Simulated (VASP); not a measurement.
# AgCl (rocksalt type) (Fm-3m) in VASP: a series of runs

The runs below take AgCl (rocksalt type) through density of states, with PBEsol.

All numbers are computed with VASP 6.6.1; they aren't measurements. Logs are shortened: lines on timing, memory, paths and dates and some standing lists are left out, and cuts for length are marked.

## 1. The cell of the first run

Symmetry: Fm-3m, No. 225, cubic system. Conventional cell: a = 5.355 Å, b = 5.355 Å, c = 5.355 Å, α = 90.00°, β = 90.00°, γ = 90.00°. Ag (site symmetry m-3m) has 6 Cl at 2.68 Å within 3.5 Å. Cl (site symmetry m-3m) has 6 Ag at 2.68 Å within 3.5 Å.

## 2. Density of states, PBEsol (volume scaled by 0.95)

Contents of POSCAR:

```
AgCl
1.0
    0.0000000000      2.6775265959      2.6775265959
    2.6775265959      0.0000000000      2.6775265959
    2.6775265959      2.6775265959      0.0000000000
Ag Cl
1 1
Direct
    0.0000000000      0.0000000000      0.0000000000
    0.5000000000      0.5000000000      0.5000000000
```

Contents of INCAR.step1:

```
SYSTEM = AgCl
PREC     = Accurate       ! precision mode
ENCUT    = 520            ! plane-wave cutoff, eV
EDIFF    = 1E-6           ! SCF threshold, eV
ISMEAR   = -1             ! smearing method
SIGMA    = 0.08           ! smearing width, eV
LREAL    = .FALSE.        ! projectors in reciprocal space
LASPH    = .TRUE.         ! aspherical terms in the spheres
NELM     = 80             ! most SCF steps
ALGO     = Normal         ! electronic algorithm
ISIF     = 2              ! what is computed and relaxed
LWAVE    = .FALSE.        ! write WAVECAR
LCHARG   = .TRUE.         ! write CHGCAR
LMAXMIX  = 4              ! l up to which the mixer works
GGA      = PS             ! functional
NBANDS   = 16             ! bands
```

Contents of KPOINTS.step1:

```
regular mesh
0
G
  15 15 15
  0 0 0
```

Contents of INCAR.step2:

```
SYSTEM = AgCl
PREC     = Accurate       ! precision mode
ENCUT    = 520            ! plane-wave cutoff, eV
EDIFF    = 1E-6           ! SCF threshold, eV
ISMEAR   = -5             ! smearing method
SIGMA    = 0.08           ! smearing width, eV
LREAL    = .FALSE.        ! projectors in reciprocal space
LASPH    = .TRUE.         ! aspherical terms in the spheres
NELM     = 80             ! most SCF steps
ALGO     = Normal         ! electronic algorithm
ISIF     = 2              ! what is computed and relaxed
LWAVE    = .FALSE.        ! write WAVECAR
LCHARG   = .FALSE.        ! write CHGCAR
LMAXMIX  = 4              ! l up to which the mixer works
GGA      = PS             ! functional
LORBIT   = 11             ! projections on sites
NBANDS   = 16             ! bands
NEDOS    = 2001           ! points of the DOS
ICHARG   = 11             ! starting density
```

Contents of KPOINTS.step2:

```
regular mesh
0
G
  23 23 23
  0 0 0
```

Potentials or basis: VASP PAW PBE potentials, release 64 (Ag, Cl).

Started as:

```console
$ cat potpaw_PBE.64/Ag/POTCAR potpaw_PBE.64/Cl/POTCAR > POTCAR
$ cp INCAR.step1 INCAR
$ cp KPOINTS.step1 KPOINTS
$ mpirun -np 1 vasp_std > vasp.out
$ cp INCAR.step2 INCAR
$ cp KPOINTS.step2 KPOINTS
$ mpirun -np 1 vasp_std > vasp.out
```

OUTCAR:

```text
SYSTEM = AgCl
   PREC = Accurate
   ENCUT = 520
   EDIFF = 1E-6
   ISMEAR = -5
   LREAL = .FALSE.
   LASPH = .TRUE.
   NELM = 80
   ISIF = 2
   GGA = PS
   LORBIT = 11
   ICHARG = 11

 ion  position               nearest neighbor table
   1  0.000  0.000  0.000-   2 2.68   2 2.68   2 2.68   2 2.68   2 2.68   2 2.68
   2  0.500  0.500  0.500-   1 2.68   1 2.68   1 2.68   1 2.68   1 2.68   1 2.68

  LATTYP: Found a face centered cubic cell.
 ALAT       =     5.3550531918

  Lattice vectors:

 A1 = (   0.0000000000,   2.6775265959,   2.6775265959)
 A2 = (   2.6775265959,   0.0000000000,   2.6775265959)
 A3 = (   2.6775265959,   2.6775265959,   0.0000000000)

Analysis of symmetry for initial positions (statically):
=====================================================================
 Subroutine PRICEL returns:
 Original cell was already a primitive cell.

 Routine SETGRP: Setting up the symmetry group for a
 face centered cubic supercell.

 Subroutine GETGRP returns: Found 48 space group operations
 (whereof 48 operations were pure point group operations)
 out of a pool of 48 trial point group operations.

The static configuration has the point symmetry O_h .

Analysis of symmetry for dynamics (positions and initial velocities):
=====================================================================
 Subroutine PRICEL returns:
 Original cell was already a primitive cell.

 Routine SETGRP: Setting up the symmetry group for a
 face centered cubic supercell.

 Subroutine GETGRP returns: Found 48 space group operations
 (whereof 48 operations were pure point group operations)
 out of a pool of 48 trial point group operations.

The dynamic configuration has the point symmetry O_h .

 Subroutine INISYM returns: Found 48 space group operations
 (whereof 48 operations are pure point group operations),
 and found     1 'primitive' translations

----------------------------------------------------------------------------------------

                                     Primitive cell

  volume of cell :      38.3912

  direct lattice vectors                    reciprocal lattice vectors
     0.000000000  2.677526596  2.677526596    -0.186739508  0.186739508  0.186739508
     2.677526596  0.000000000  2.677526596     0.186739508 -0.186739508  0.186739508
     2.677526596  2.677526596  0.000000000     0.186739508  0.186739508 -0.186739508

  length of vectors
     3.786594426  3.786594426  3.786594426     0.323442316  0.323442316  0.323442316

  position of ions in fractional coordinates (direct lattice)
     0.000000000  0.000000000  0.000000000
     0.500000000  0.500000000  0.500000000

  ion indices of the primitive-cell ions
   primitive index   ion index
                 1           1
                 2           2

----------------------------------------------------------------------------------------

 KPOINTS: regular mesh

Automatic generation of k-mesh.
 Grid dimensions read from file:
 generate k-points for:   23   23   23

 Generating k-lattice:

  Cartesian coordinates                     Fractional coordinates (reciprocal lattice)
    -0.008119109  0.008119109  0.008119109     0.043478261  0.000000000  0.000000000
     0.008119109 -0.008119109  0.008119109     0.000000000  0.043478261  0.000000000
     0.008119109  0.008119109 -0.008119109     0.000000000  0.000000000  0.043478261

  Length of vectors
     0.014062709  0.014062709  0.014062709

  Shift w.r.t. Gamma in fractional coordinates (k-lattice)
     0.000000000  0.000000000  0.000000000

 TETIRR: Found   1662 inequivalent tetrahedra from    73002

 Subroutine IBZKPT returns following result:
 ===========================================

 Found    364 irreducible k-points:

 Following reciprocal coordinates:
            Coordinates               Weight
  0.000000  0.000000  0.000000      1.000000
  0.043478  0.000000  0.000000      8.000000
  0.086957  0.000000  0.000000      8.000000
  0.130435  0.000000  0.000000      8.000000
  0.173913  0.000000  0.000000      8.000000
  0.217391  0.000000  0.000000      8.000000
[... 16 lines left out ...]
  0.478261  0.043478  0.000000     24.000000
 -0.478261  0.043478  0.000000     24.000000
 [... further k-points ...]
   k-points           NKPTS =    364   k-points in BZ     NKDIM =    364   number of bands    NBANDS=     16
   number of dos      NEDOS =   2001   number of ions     NIONS =      2
   total plane-waves  NPLWV =  21952
   dimension x,y,z NGX =    28 NGY =   28 NGZ =   28
   dimension x,y,z NGXF=    56 NGYF=   56 NGZF=   56
   ions per type =               1   1
   NGX,Y,Z   is equivalent  to a cutoff of  12.29, 12.29, 12.29 a.u.
   NGXF,Y,Z  is equivalent  to a cutoff of  24.59, 24.59, 24.59 a.u.
 SYSTEM =  AgCl
   PREC   = accura    normal or accurate (medium, high low for compatibility)
   ISTART =      0    job   : 0-new  1-cont  2-samecut
   ICHARG =     11    charge: 1-file 2-atom 10-const
   ISPIN  =      1    spin polarized calculation?
   LNONCOLLINEAR =      F non collinear calculations
   LSORBIT =      F    spin-orbit coupling
   LASPH  =      T    aspherical Exc in radial PAW
   ENCUT  =  520.0 eV  38.22 Ry    6.18 a.u.   7.04  7.04  7.04*2*pi/ulx,y,z
   NELM   =     80;   NELMIN=  2; NELMDL=  0     # of ELM steps
   EDIFF  = 0.1E-05   stopping-criterion for ELM
   LREAL  =      F    real-space projection
   EDIFFG = 0.1E-04   stopping-criterion for IOM
   NSW    =      0    number of steps for IOM
   IBRION =     -1    ionic relax: 0-MD 1-quasi-New 2-CG
   NFREE  =      0    steps in history (QN), initial steepest desc. (CG)
   ISIF   =      2    stress and relaxation
   ISYM   =      2    0-nonsym 1-usesym 2-fastsym
   POTIM  = 0.5000    time-step for ionic-motion
   TEBEG  =    0.0;   TEEND  =   0.0 temperature during run
   PSTRESS=    0.0 pullay stress
   NELECT =      18.0000    total number of electrons
   NUPDOWN=      -1.0000    fix difference up-down
   EMIN   =  10.00;   EMAX   =-10.00  energy-range for DOS
   EFERMI =   0.00;   METHOD = LEGACY
   ISMEAR =    -5;   SIGMA  =   0.08  broadening in eV -4-tet -1-fermi 0-gaus
   EFERMI_NEDOS =   21; number of points for ismear=-14 and -15
   IALGO  =     38    algorithm
   IMIX   =      4    mixing-type and parameters
     AMIX     =   0.40;   BMIX     =  1.00
     AMIX_MAG =   1.60;   BMIX_MAG =  1.00
  volume/ion in A,a.u.               =      19.20       129.54
  Fermi-wavevector in a.u.,A,eV,Ry     =   1.271809  2.403370 22.007396  1.617498
  Thomas-Fermi vector in A             =   2.404722
   LORBIT       =     11    0 simple, 1 ext, 2 COOP (PROOUT), +10 PAW based schemes
   GGA     = PS    functional components
   LHFCALC =     F    Hartree Fock is set to
   AEXX    =    0.0000 exact exchange contribution
   IVDW    =     0    specifies the selected vdW correction
   LEPSILON=     F    determine dielectric tensor
   LRPA    =     F    only Hartree local field effects (RPA)
 non-spin polarized calculation
 Fermi weights with tetrahedron method with Bloechl corrections
  energy-cutoff  :      520.00
  volume of cell :       38.39
 maximum number of plane-waves:      1045

 number of electron      18.0000004 magnetization

 Free energy of the ion-electron system (eV)
  ---------------------------------------------------
  ext. energy  EPLUGINS =         0.00000000
  ---------------------------------------------------
  free energy    TOTEN  =        -6.04142133 eV

  energy without entropy =       -6.04142133  energy(sigma->0) =       -6.04142133

 E-fermi :   5.1198     XC(G=0): -10.7742

 val. band max:        5.1197135647   @ k =   0.4783   0.0000   0.0000
 cond. band min:       5.8572337134   @ k =   0.0000   0.0000   0.0000
 fundamental gap:      0.7375201487
 Fermi energy:         5.1198107093

 k-point     1 :       0.0000    0.0000    0.0000
  band No.  band energies     occupation
      1     -10.7740      2.00000
      2       2.1690      2.00000
      3       2.1690      2.00000
      4       2.1690      2.00000
      5       2.2163      2.00000
      6       2.2163      2.00000
[... 8 lines left out ...]
     15      18.9219      0.00000
     16      18.9219      0.00000

 k-point     2 :       0.0435    0.0000    0.0000
  band No.  band energies     occupation
      1     -10.7639      2.00000
      2       1.9581      2.00000
      3       1.9581      2.00000
      4       2.0083      2.00000
      5       2.1824      2.00000
      6       2.1824      2.00000
[... 8 lines left out ...]
     15      18.2527      0.00000
     16      18.2527      0.00000

 k-point     3 :       0.0870    0.0000    0.0000
  band No.  band energies     occupation
      1     -10.7339      2.00000
      2       1.6654      2.00000
      3       1.6654      2.00000
      4       1.6893      2.00000
      5       2.2067      2.00000
      6       2.2067      2.00000
[... 8 lines left out ...]
     15      17.6345      0.00000
     16      17.6601      0.00000

 k-point     4 :       0.1304    0.0000    0.0000
  band No.  band energies     occupation
      1     -10.6857      2.00000
      2       1.2946      2.00000
      3       1.3899      2.00000
      4       1.3899      2.00000
      5       2.2459      2.00000
      6       2.2459      2.00000
[... 8 lines left out ...]
     15      17.2489      0.00000
     16      17.8388      0.00000
[... 324 lines left out ...]
 k-point    22 :       0.4348    0.0435    0.0000
  band No.  band energies     occupation
      1     -10.2008      2.00000
      2      -0.9657      2.00000
      3       0.2310      2.00000
      4       0.2783      2.00000
      5       2.6034      2.00000
      6       2.6415      2.00000
[... 8 lines left out ...]
     15      18.7112      0.00000
     16      18.7246      0.00000

 k-point    23 :       0.4783    0.0435    0.0000
  band No.  band energies     occupation
      1     -10.1680      2.00000
      2      -1.0746      2.00000
      3       0.1950      2.00000
      4       0.2195      2.00000
      5       2.6375      2.00000
      6       2.6584      2.00000
[... 8 lines left out ...]
     15      18.7942      0.00000
     16      19.0110      0.00000

 k-point    24 :      -0.4783    0.0435    0.0000
  band No.  band energies     occupation
      1     -10.1595      2.00000
      2      -1.1025      2.00000
      3       0.1951      2.00000
      4       0.1954      2.00000
      5       2.6531      2.00000
      6       2.6562      2.00000
[... 8 lines left out ...]
     15      18.7120      0.00000
     16      19.1303      0.00000

 [... further k-points ...]
[... 5 lines left out ...]
  --------------------------------------------------------------------------------------
  -------------------------------------------------------------------------------------
  Total        0.7721032      0.7721032      0.7721032      0.0000000      0.0000000     -0.0000000
  in kB       32.2221532     32.2221532     32.2221532      0.0000000      0.0000000     -0.0000000
  external PRESSURE =      32.2221532 kB  Pullay stress =       0.0000000 kB

 VOLUME and BASIS-vectors are now :
 -----------------------------------------------------------------------------
  energy-cutoff  :      520.00
  volume of cell :       38.39
      direct lattice vectors                 reciprocal lattice vectors
     0.000000000  2.677526596  2.677526596    -0.186739508  0.186739508  0.186739508
     2.677526596  0.000000000  2.677526596     0.186739508 -0.186739508  0.186739508
     2.677526596  2.677526596  0.000000000     0.186739508  0.186739508 -0.186739508

 POSITION                                       TOTAL-FORCE (eV/Angst)
 -----------------------------------------------------------------------------------
      0.00000      0.00000      0.00000         0.000000      0.000000      0.000000
      2.67753      2.67753      2.67753        -0.000000     -0.000000     -0.000000
 -----------------------------------------------------------------------------------
    total drift:                                0.000000      0.000000      0.000000

  FREE ENERGIE OF THE ION-ELECTRON SYSTEM (eV)
  ---------------------------------------------------
  free  energy   TOTEN  =        -6.0414213349 eV

  energy  without entropy=       -6.0414213349  energy(sigma->0) =       -6.04142133

 total charge

# of ion       s       p       d       tot
------------------------------------------
    1        0.232   0.183   9.360   9.776
    2        1.595   3.452   0.000   5.047
--------------------------------------------------
tot          1.827   3.635   9.360  14.822
```

Wall time 3 min (1 thread of Intel Xeon 8259CL, shared host); peak memory 0.33 GiB.

What came out:

* Valence electrons inside the program's atomic spheres: Ag 9.78; Cl 5.05

Caveat: the cell differs from its parent crystal (volume scaled by 0.95); the PAW data sets were made with another functional, which shifts forces and pressure a little.

## 3. Density of states, PBEsol

This run uses another cell than the first one, of 20.21 Å³/atom, 1.053 times its volume.

Contents of POSCAR:

```
AgCl
1.0
    0.0000000000      2.7236999214      2.7236999214
    2.7236999214      0.0000000000      2.7236999214
    2.7236999214      2.7236999214      0.0000000000
Ag Cl
1 1
Direct
    0.0000000000      0.0000000000      0.0000000000
    0.5000000000      0.5000000000      0.5000000000
```

Contents of INCAR.step1:

```
PREC = Accurate ; ENCUT = 520
EDIFF = 1E-6 ; ISMEAR = -1
SIGMA = 0.08 ; LREAL = False
LASPH = True ; NELM = 60
ALGO = Normal ; ISIF = 2
LWAVE = False ; LCHARG = True
LMAXMIX = 4 ; GGA = PS
NBANDS = 16
```

Contents of KPOINTS.step1:

```
regular mesh
0
Gamma
  15 15 15
```

Contents of INCAR.step2:

```
PREC = Accurate ; ENCUT = 520
EDIFF = 1E-6 ; ISMEAR = -5
SIGMA = 0.08 ; LREAL = False
LASPH = True ; NELM = 60
ALGO = Normal ; ISIF = 2
LWAVE = False ; LCHARG = False
LMAXMIX = 4 ; GGA = PS
LORBIT = 11 ; NBANDS = 16
NEDOS = 1001 ; ICHARG = 11
```

Contents of KPOINTS.step2:

```
regular mesh
0
Gamma
  23 23 23
```

Potentials or basis: VASP PAW PBE potentials, release 64 (Ag, Cl).

Started as:

```console
$ cat potpaw_PBE.64/Ag/POTCAR potpaw_PBE.64/Cl/POTCAR > POTCAR
$ cp INCAR.step1 INCAR
$ cp KPOINTS.step1 KPOINTS
$ mpirun -np 1 vasp_std > vasp.out
$ cp INCAR.step2 INCAR
$ cp KPOINTS.step2 KPOINTS
$ mpirun -np 1 vasp_std > vasp.out
```

It took 4.3 min on 1 thread of Intel Xeon 8259CL, shared host; peak memory 0.34 GiB.

Results (log left out):

- Valence electrons inside the program's atomic spheres: Ag 9.74; Cl 5.04

Levels at points of the mesh, in eV from the valence-band top:
| k point | band 5 | band 6 | band 7 | band 8 | band 9 | band 10 | band 11 | band 12 | band 13 | band 14 |
| --- | --- | --- | --- | --- | --- | --- | --- | --- | --- | --- |
| (0.00, 0.00, 0.00) | -2.66 | -2.66 | -2.55 | -2.55 | -2.55 | 0.73 | 10.73 | 10.73 | 10.73 | 12.00 |

Caveat: the PAW data sets were made with another functional, which shifts forces and pressure a little.
